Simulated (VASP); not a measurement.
# SiO2 (I4_122) in VASP: further runs

Aim: see how the results for SiO2 move with the level of theory and the settings. Levels: RPBE, PBE. Tasks: single point.

All numbers are computed with VASP 6.6.1; they aren't measurements. Logs are shortened: lines on timing, memory, paths and dates and some standing lists are left out, and cuts for length are marked.

**1. The cell of the first run**

It takes space group I4_122 (No. 98, tetragonal). Conventional cell: a = 5.723 Å, b = 5.723 Å, c = 11.372 Å, α = 90.00°, β = 90.00°, γ = 90.00°. Si (site symmetry 2) has 4 O at 1.63 to 1.65 Å within 2.2 Å. O (site symmetry 2) has 2 Si at 1.63 Å within 2.2 Å. O (site symmetry 2) has 2 Si at 1.65 Å within 2.2 Å.

**2. Single point, RPBE**

INCAR

```
  PREC = Accurate
  ENCUT = 520
  EDIFF = 1E-6
  ISMEAR = -1
  SIGMA = 0.05
  LREAL = False
  LASPH = True
  NELM = 60
  ALGO = Normal
  ISIF = 2
  LWAVE = False
  LCHARG = False
  GGA = RP
  NBANDS = 44
```

KPOINTS

```
regular mesh
0
Gamma
  7 7 7
```

POSCAR

```
SiO2
1.0
   -2.8615144825      2.8615144825      5.6861663121
    2.8615144825     -2.8615144825      5.6861663121
    2.8615144825      2.8615144825     -5.6861663121
Si O
4 8
Direct
    0.8750000000      0.2622772021      0.8872772021
    0.0122772021      0.6250000000      0.8872772021
    0.7377227979      0.1250000000      0.1127227979
    0.3750000000      0.9877227979      0.1127227979
    0.6329453127      0.1329453127      0.5000000000
    0.4693126116      0.9693126116      0.9386252233
    0.0306873884      0.5306873884      0.0613747767
    0.1170546873      0.1170546873      0.0000000000
    0.8829453127      0.8829453127      0.0000000000
    0.8670546873      0.3670546873      0.5000000000
    0.2806873884      0.7193126116      0.0000000000
    0.7193126116      0.2806873884      0.0000000000
```

Potentials or basis: VASP PAW PBE potentials, release 64 (Si, O).

Run with:

```console
> cat potpaw_PBE.64/Si/POTCAR potpaw_PBE.64/O/POTCAR > POTCAR
> mpirun -np 1 vasp_std > vasp.out
```

OUTCAR:

```text
PREC = Accurate
   ENCUT = 520
   EDIFF = 1E-6
   ISMEAR = -1
   LREAL = False
   LASPH = True
   NELM = 60
   ISIF = 2
   GGA = RP

 ion  position               nearest neighbor table
   1  0.875  0.262  0.887-   5 1.63   8 1.63  12 1.65   7 1.65   3 2.99   2 2.99
   2  0.012  0.625  0.887-   9 1.63  10 1.63   7 1.65  11 1.65   1 2.99   4 2.99
   3  0.738  0.125  0.113-   9 1.63  10 1.63  12 1.65   6 1.65   1 2.99   4 2.99
   4  0.375  0.988  0.113-   5 1.63   8 1.63   6 1.65  11 1.65   2 2.99   3 2.99
   5  0.633  0.133  0.500-   1 1.63   4 1.63
   6  0.469  0.969  0.939-   4 1.65   3 1.65
   7  0.031  0.531  0.061-   2 1.65   1 1.65
   8  0.117  0.117  0.000-   1 1.63   4 1.63
   9  0.883  0.883  0.000-   2 1.63   3 1.63
  10  0.867  0.367  0.500-   2 1.63   3 1.63
  11  0.281  0.719  0.000-   2 1.65   4 1.65
  12  0.719  0.281  0.000-   1 1.65   3 1.65

  LATTYP: Found a body centered tetragonal cell.
 ALAT       =     5.7230289650
 C/A-ratio  =     1.9871177822

  Lattice vectors:

 A1 = (  -2.8615144825,   2.8615144825,   5.6861663121)
 A2 = (   2.8615144825,  -2.8615144825,   5.6861663121)
 A3 = (   2.8615144825,   2.8615144825,  -5.6861663121)

Analysis of symmetry for initial positions (statically):
=====================================================================
 Subroutine PRICEL returns:
 Original cell was already a primitive cell.

 Routine SETGRP: Setting up the symmetry group for a
 body centered tetragonal supercell.

 Subroutine GETGRP returns: Found  8 space group operations
 (whereof  4 operations were pure point group operations)
 out of a pool of 16 trial point group operations.

The static configuration has the point symmetry D_2 .
 The point group associated with its full space group is D_4 .

Analysis of symmetry for dynamics (positions and initial velocities):
=====================================================================
 Subroutine PRICEL returns:
 Original cell was already a primitive cell.

 Routine SETGRP: Setting up the symmetry group for a
 body centered tetragonal supercell.

 Subroutine GETGRP returns: Found  8 space group operations
 (whereof  4 operations were pure point group operations)
 out of a pool of 16 trial point group operations.

The dynamic configuration has the point symmetry D_2 .
 The point group associated with its full space group is D_4 .

 Subroutine INISYM returns: Found  8 space group operations
 (whereof  4 operations are pure point group operations),
 and found     1 'primitive' translations

----------------------------------------------------------------------------------------

                                     Primitive cell

  volume of cell :     186.2393

  direct lattice vectors                    reciprocal lattice vectors
    -2.861514483  2.861514483  5.686166312     0.000000000  0.174732647  0.087932708
     2.861514483 -2.861514483  5.686166312     0.174732647  0.000000000  0.087932708
     2.861514483  2.861514483 -5.686166312     0.174732647  0.174732647  0.000000000

  length of vectors
     6.979184594  6.979184594  6.979184594     0.195610989  0.195610989  0.247109279

  position of ions in fractional coordinates (direct lattice)
     0.875000000  0.262277202  0.887277202
     0.012277202  0.625000000  0.887277202
     0.737722798  0.125000000  0.112722798
     0.375000000  0.987722798  0.112722798
     0.632945313  0.132945313  0.500000000
     0.469312612  0.969312612  0.938625223
     0.030687388  0.530687388  0.061374777
     0.117054687  0.117054687  0.000000000
     0.882945313  0.882945313  0.000000000
     0.867054687  0.367054687  0.500000000
     0.280687388  0.719312612  0.000000000
     0.719312612  0.280687388  0.000000000

  ion indices of the primitive-cell ions
   primitive index   ion index
                 1           1
                 2           2
                 3           3
                 4           4
                 5           5
                 6           6
                 7           7
                 8           8
                 9           9
                10          10
                11          11
                12          12

----------------------------------------------------------------------------------------

 KPOINTS: regular mesh

Automatic generation of k-mesh.
 Grid dimensions read from file:
 generate k-points for:    7    7    7

 Generating k-lattice:

  Cartesian coordinates                     Fractional coordinates (reciprocal lattice)
     0.000000000  0.024961807  0.012561815     0.142857143  0.000000000 -0.000000000
     0.024961807  0.000000000  0.012561815     0.000000000  0.142857143 -0.000000000
     0.024961807  0.024961807  0.000000000     0.000000000  0.000000000  0.142857143

  Length of vectors
     0.027944427  0.027944427  0.035301326

  Shift w.r.t. Gamma in fractional coordinates (k-lattice)
     0.000000000  0.000000000  0.000000000

 Subroutine IBZKPT returns following result:
 ===========================================

 Found     40 irreducible k-points:

 Following reciprocal coordinates:
            Coordinates               Weight
  0.000000  0.000000  0.000000      1.000000
  0.142857 -0.000000  0.000000      8.000000
  0.285714 -0.000000  0.000000      8.000000
  0.428571 -0.000000  0.000000      8.000000
  0.142857  0.142857  0.000000      8.000000
  0.285714  0.142857  0.000000     16.000000
[... 16 lines left out ...]
 -0.142857  0.285714  0.142857      8.000000
 -0.428571  0.428571  0.142857      8.000000
 [... further k-points ...]
   k-points           NKPTS =     40   k-points in BZ     NKDIM =     40   number of bands    NBANDS=     44
   number of dos      NEDOS =    301   number of ions     NIONS =     12
   total plane-waves  NPLWV = 157464
   dimension x,y,z NGX =    54 NGY =   54 NGZ =   54
   dimension x,y,z NGXF=   108 NGYF=  108 NGZF=  108
   ions per type =               4   8
   NGX,Y,Z   is equivalent  to a cutoff of  12.86, 12.86, 12.86 a.u.
   NGXF,Y,Z  is equivalent  to a cutoff of  25.73, 25.73, 25.73 a.u.
 SYSTEM =  unknown system
   PREC   = accura    normal or accurate (medium, high low for compatibility)
   ISTART =      0    job   : 0-new  1-cont  2-samecut
   ICHARG =      2    charge: 1-file 2-atom 10-const
   ISPIN  =      1    spin polarized calculation?
   LNONCOLLINEAR =      F non collinear calculations
   LSORBIT =      F    spin-orbit coupling
   LASPH  =      T    aspherical Exc in radial PAW
   ENCUT  =  520.0 eV  38.22 Ry    6.18 a.u.  12.98 12.98 12.98*2*pi/ulx,y,z
   NELM   =     60;   NELMIN=  2; NELMDL= -5     # of ELM steps
   EDIFF  = 0.1E-05   stopping-criterion for ELM
   LREAL  =      F    real-space projection
   EDIFFG = 0.1E-04   stopping-criterion for IOM
   NSW    =      0    number of steps for IOM
   IBRION =     -1    ionic relax: 0-MD 1-quasi-New 2-CG
   NFREE  =      0    steps in history (QN), initial steepest desc. (CG)
   ISIF   =      2    stress and relaxation
   ISYM   =      2    0-nonsym 1-usesym 2-fastsym
   POTIM  = 0.5000    time-step for ionic-motion
   TEBEG  =    0.0;   TEEND  =   0.0 temperature during run
   PSTRESS=    0.0 pullay stress
   NELECT =      64.0000    total number of electrons
   NUPDOWN=      -1.0000    fix difference up-down
   EMIN   =  10.00;   EMAX   =-10.00  energy-range for DOS
   EFERMI =   0.00;   METHOD = LEGACY
   ISMEAR =    -1;   SIGMA  =   0.05  broadening in eV -4-tet -1-fermi 0-gaus
   EFERMI_NEDOS =   21; number of points for ismear=-14 and -15
   IALGO  =     38    algorithm
   IMIX   =      4    mixing-type and parameters
     AMIX     =   0.40;   BMIX     =  1.00
     AMIX_MAG =   1.60;   BMIX_MAG =  1.00
  volume/ion in A,a.u.               =      15.52       104.73
  Fermi-wavevector in a.u.,A,eV,Ry     =   1.146686  2.166921 17.890134  1.314888
  Thomas-Fermi vector in A             =   2.283369
   LORBIT       =      0    0 simple, 1 ext, 2 COOP (PROOUT), +10 PAW based schemes
   GGA     = RP    functional components
   LHFCALC =     F    Hartree Fock is set to
   AEXX    =    0.0000 exact exchange contribution
   IVDW    =     0    specifies the selected vdW correction
   LEPSILON=     F    determine dielectric tensor
   LRPA    =     F    only Hartree local field effects (RPA)
 non-spin polarized calculation
  energy-cutoff  :      520.00
  volume of cell :      186.24
 maximum number of plane-waves:      5050
 NGX is ok and might be reduce to    54
   NGX = 25   NGY = 25   NGZ = 25

 number of electron      63.9999988 magnetization

 Free energy of the ion-electron system (eV)
  ---------------------------------------------------
  ext. energy  EPLUGINS =         0.00000000
  ---------------------------------------------------
  free energy    TOTEN  =       -89.46843964 eV

  energy without entropy =      -89.46843964  energy(sigma->0) =      -89.46843964

 E-fermi :   1.0988     XC(G=0):  -7.7700

 val. band max:        0.0513211764   @ k =   0.0000   0.0000   0.0000
 cond. band min:       4.9402163465   @ k =   0.0000   0.0000   0.0000
 fundamental gap:      4.8888951700
 Fermi energy:         1.0988457790

 k-point     1 :       0.0000    0.0000    0.0000
  band No.  band energies     occupation
      1     -19.5547      2.00000
      2     -18.3073      2.00000
      3     -18.0924      2.00000
      4     -18.0924      2.00000
      5     -17.8191      2.00000
      6     -17.6911      2.00000
[... 36 lines left out ...]
     43      10.6257      0.00000
     44      10.9659      0.00000

 k-point     2 :       0.1429   -0.0000    0.0000
  band No.  band energies     occupation
      1     -19.5191      2.00000
      2     -18.4016      2.00000
      3     -18.2045      2.00000
      4     -18.0092      2.00000
      5     -17.7778      2.00000
      6     -17.6578      2.00000
[... 1026 lines left out ...]
 k-point    24 :      -0.4286    0.4286    0.1429
  band No.  band energies     occupation
      1     -19.1624      2.00000
      2     -18.8015      2.00000
      3     -18.6115      2.00000
      4     -17.8782      2.00000
      5     -17.6659      2.00000
      6     -17.5140      2.00000
[... 36 lines left out ...]
     43      10.4304      0.00000
     44      10.7607      0.00000

 [... further k-points ...]
[... 5 lines left out ...]
  --------------------------------------------------------------------------------------
  -------------------------------------------------------------------------------------
  Total       -0.3778822     -0.3778822     -0.1417122      0.0000000      0.0000000      0.0000000
  in kB       -3.2508394     -3.2508394     -1.2191194      0.0000000      0.0000000      0.0000000
  external PRESSURE =      -2.5735994 kB  Pullay stress =       0.0000000 kB

 VOLUME and BASIS-vectors are now :
 -----------------------------------------------------------------------------
  energy-cutoff  :      520.00
  volume of cell :      186.24
      direct lattice vectors                 reciprocal lattice vectors
    -2.861514483  2.861514483  5.686166312     0.000000000  0.174732647  0.087932708
     2.861514483 -2.861514483  5.686166312     0.174732647  0.000000000  0.087932708
     2.861514483  2.861514483 -5.686166312     0.174732647  0.174732647  0.000000000

 POSITION                                       TOTAL-FORCE (eV/Angst)
 -----------------------------------------------------------------------------------
      0.78564      4.29227      1.42154         0.003841      0.000000      0.000000
      4.29227      0.78564     -1.42154         0.000000      0.003841      0.000000
     -1.43076      2.07587      4.26462         0.000000     -0.003841      0.000000
      2.07587     -1.43076      7.10771        -0.003841      0.000000      0.000000
      0.00000      2.86151      1.51190         0.000000      0.000000     -0.008670
      4.11665      1.25513      2.84308         0.025387      0.025387      0.000000
      1.60638     -1.25513      2.84308        -0.025387     -0.025387      0.000000
      0.00000      0.00000      1.33118         0.000000      0.000000      0.008670
      0.00000      0.00000     10.04115         0.000000      0.000000     -0.008670
      0.00000      2.86151      4.17427         0.000000      0.000000      0.008670
      1.25513     -1.25513      5.68617         0.025387     -0.025387      0.000000
     -1.25513      1.25513      5.68617        -0.025387      0.025387      0.000000
 -----------------------------------------------------------------------------------
    total drift:                                0.000000     -0.000000     -0.000000

  FREE ENERGIE OF THE ION-ELECTRON SYSTEM (eV)
  ---------------------------------------------------
  free  energy   TOTEN  =       -89.4684396420 eV

  energy  without entropy=      -89.4684396419  energy(sigma->0) =      -89.46843964
```

Run time: 5.5 min. Hardware: 1 thread of AMD EPYC 7R13 (Zen 3), shared host; peak memory 0.49 GiB.

What came out:

```
Free energy            : -89.4684 eV
Pressure               : -0.3 GPa
Largest force          : 0.036 eV/Å
Band gap on the k mesh : 4.89 eV, direct
```

Forces on the atoms (eV/Å):
```
Si   0.004  0.000  0.000
Si   0.000  0.004  0.000
Si   0.000 -0.004  0.000
Si  -0.004  0.000  0.000
O    0.000  0.000 -0.009
O    0.025  0.025  0.000
O   -0.025 -0.025  0.000
O    0.000  0.000  0.009
O    0.000  0.000 -0.009
O    0.000  0.000  0.009
O    0.025 -0.025  0.000
O   -0.025  0.025  0.000
```

Caveat: the PAW data sets were made with another functional, which shifts forces and pressure a little. A k mesh can miss the band edges.

**3. Single point, PBE**

This run uses another cell than the first one, of 15.20 Å³/atom, 0.979 times its volume.

INCAR

```
  ALGO = Normal
  EDIFF = 1E-6
  ENCUT = 520
  GGA = PE
  ISIF = 2
  ISMEAR = -1
  LASPH = T
  LCHARG = T
  LELF = T
  LREAL = F
  LVHAR = T
  LWAVE = F
  NBANDS = 44
  NELM = 60
  PREC = Accurate
  SIGMA = 0.05
```

KPOINTS

```
k-points
0
Gamma
  9 9 9
```

POSCAR

```
SiO2
1.0
   -2.8378980000      2.8378980000      5.6602100000
    2.8378980000     -2.8378980000      5.6602100000
    2.8378980000      2.8378980000     -5.6602100000
Si O
4 8
Direct
    0.8750000000      0.2636180000      0.8886180000
    0.0136180000      0.6250000000      0.8886180000
    0.7363820000      0.1250000000      0.1113820000
    0.3750000000      0.9863820000      0.1113820000
    0.6337270000      0.1337270000      0.5000000000
    0.4678770000      0.9678770000      0.9357540000
    0.0321230000      0.5321230000      0.0642460000
    0.1162730000      0.1162730000      0.0000000000
    0.8837270000      0.8837270000      0.0000000000
    0.8662730000      0.3662730000      0.5000000000
    0.2821230000      0.7178770000      0.0000000000
    0.7178770000      0.2821230000      0.0000000000
```

Potentials or basis: VASP PAW PBE potentials, release 64 (Si, O).

Run with:

```console
> cat potpaw_PBE.64/Si/POTCAR potpaw_PBE.64/O/POTCAR > POTCAR
> mpirun -np 1 vasp_std > vasp.out
```

OUTCAR:

```text
EDIFF = 1E-6
   ENCUT = 520
   GGA = PE
   ISIF = 2
   ISMEAR = -1
   LASPH = T
   LREAL = F
   NELM = 60
   PREC = Accurate

 ion  position               nearest neighbor table
   1  0.875  0.264  0.889-   8 1.63   5 1.63   7 1.64  12 1.64   2 2.97   3 2.97
   2  0.014  0.625  0.889-   9 1.63  10 1.63   7 1.64  11 1.64   1 2.97   4 2.97
   3  0.736  0.125  0.111-   9 1.63  10 1.63   6 1.64  12 1.64   1 2.97   4 2.97
   4  0.375  0.986  0.111-   5 1.63   8 1.63   6 1.64  11 1.64   3 2.97   2 2.97
   5  0.634  0.134  0.500-   1 1.63   4 1.63
   6  0.468  0.968  0.936-   4 1.64   3 1.64
[... 1359 lines left out ...]

 VOLUME and BASIS-vectors are now :
 -----------------------------------------------------------------------------
  energy-cutoff  :      520.00
  volume of cell :      182.34
      direct lattice vectors                 reciprocal lattice vectors
    -2.837898000  2.837898000  5.660210000     0.000000000  0.176186741  0.088335945
     2.837898000 -2.837898000  5.660210000     0.176186741  0.000000000  0.088335945
     2.837898000  2.837898000 -5.660210000     0.176186741  0.176186741  0.000000000

 POSITION                                       TOTAL-FORCE (eV/Angst)
 -----------------------------------------------------------------------------------
      0.78677      4.25685      1.41505         0.010422     -0.000000      0.000000
      4.25685      0.78677     -1.41505         0.000000      0.010422      0.000000
     -1.41895      2.05113      4.24516         0.000000     -0.010422     -0.000000
      2.05113     -1.41895      7.07526        -0.010422      0.000000     -0.000000
      0.00000      2.83790      1.51385         0.000000      0.000000      0.002132
      4.07452      1.23663      2.83011         0.002355      0.002355     -0.000000
      1.60127     -1.23663      2.83010        -0.002355     -0.002355     -0.000000
      0.00000      0.00000      1.31626         0.000000      0.000000     -0.002132
      0.00000      0.00000     10.00416         0.000000      0.000000      0.002132
      0.00000      2.83790      4.14636         0.000000      0.000000     -0.002132
      1.23663     -1.23663      5.66021         0.002355     -0.002355     -0.000000
     -1.23663      1.23663      5.66021        -0.002355      0.002355     -0.000000
 -----------------------------------------------------------------------------------
    total drift:                                0.000000     -0.000000      0.000000

  FREE ENERGIE OF THE ION-ELECTRON SYSTEM (eV)
  ---------------------------------------------------
  free  energy   TOTEN  =       -93.1919071332 eV

  energy  without entropy=      -93.1919071332  energy(sigma->0) =      -93.19190713
```

OSZICAR:

```text
N       E                     dE             d eps       ncg     rms          rms(c)
DAV:   1     0.415232543723E+03    0.41523E+03   -0.32542E+04  6608   0.131E+03
DAV:   2    -0.720877884085E+02   -0.48732E+03   -0.46963E+03  8532   0.309E+02
DAV:   3    -0.105925923285E+03   -0.33838E+02   -0.33644E+02  8016   0.866E+01
DAV:   4    -0.106396050541E+03   -0.47013E+00   -0.46916E+00  8208   0.113E+01
DAV:   5    -0.106404859971E+03   -0.88094E-02   -0.88039E-02  7980   0.150E+00    0.285E+01
DAV:   6    -0.932360928532E+02    0.13169E+02   -0.50107E+01  7748   0.325E+01    0.134E+01
DAV:   7    -0.932109984261E+02    0.25094E-01   -0.15542E+00  7944   0.517E+00    0.491E+00
DAV:   8    -0.931813051364E+02    0.29693E-01   -0.83713E-02  7980   0.177E+00    0.193E+00
DAV:   9    -0.931888020889E+02   -0.74970E-02   -0.47726E-02  7600   0.129E+00    0.395E-01
DAV:  10    -0.931911963650E+02   -0.23943E-02   -0.30674E-03  7392   0.275E-01    0.182E-01
DAV:  11    -0.931918873865E+02   -0.69102E-03   -0.81891E-04  7184   0.187E-01    0.268E-02
DAV:  12    -0.931918987137E+02   -0.11327E-04   -0.45925E-05  8372   0.500E-02    0.193E-02
DAV:  13    -0.931919068268E+02   -0.81131E-05   -0.26426E-05  7220   0.327E-02    0.112E-02
DAV:  14    -0.931919071332E+02   -0.30649E-06   -0.62136E-06  8016   0.198E-02
   1 F= -.93191907E+02 E0= -.93191907E+02  d E =-.171307E-10
```

stdout:

```text
POSCAR found type information on POSCAR SiO
 POSCAR found :  2 types and      12 ions
 scaLAPACK will be used
 LDA part: xc-table for (Slater+PW92), standard interpolation
 POSCAR, INCAR and KPOINTS ok, starting setup
 FFT: planning ... GRIDC
 FFT: planning ... GRID_SOFT
 FFT: planning ... GRID
 WAVECAR not read
 entering main loop
```

Wall time 20 min (1 thread of Intel Xeon Platinum 8259CL at 2.50GHz (Skylake/Cascade Lake), shared host); peak memory 0.65 GiB.

What came out:

```yaml
Free_energy: -93.1919 eV
Pressure: 0.1 GPa
Largest_force: 0.010 eV/Å
Band_gap_on_the_k_mesh: 4.84 eV, direct
```

Forces on the atoms (eV/Å):
```
Si   0.010  0.000  0.000
Si   0.000  0.010  0.000
Si   0.000 -0.010  0.000
Si  -0.010  0.000  0.000
O    0.000  0.000  0.002
O    0.002  0.002  0.000
O   -0.002 -0.002  0.000
O    0.000  0.000 -0.002
O    0.000  0.000  0.002
O    0.000  0.000 -0.002
O    0.002 -0.002  0.000
O   -0.002  0.002  0.000
```
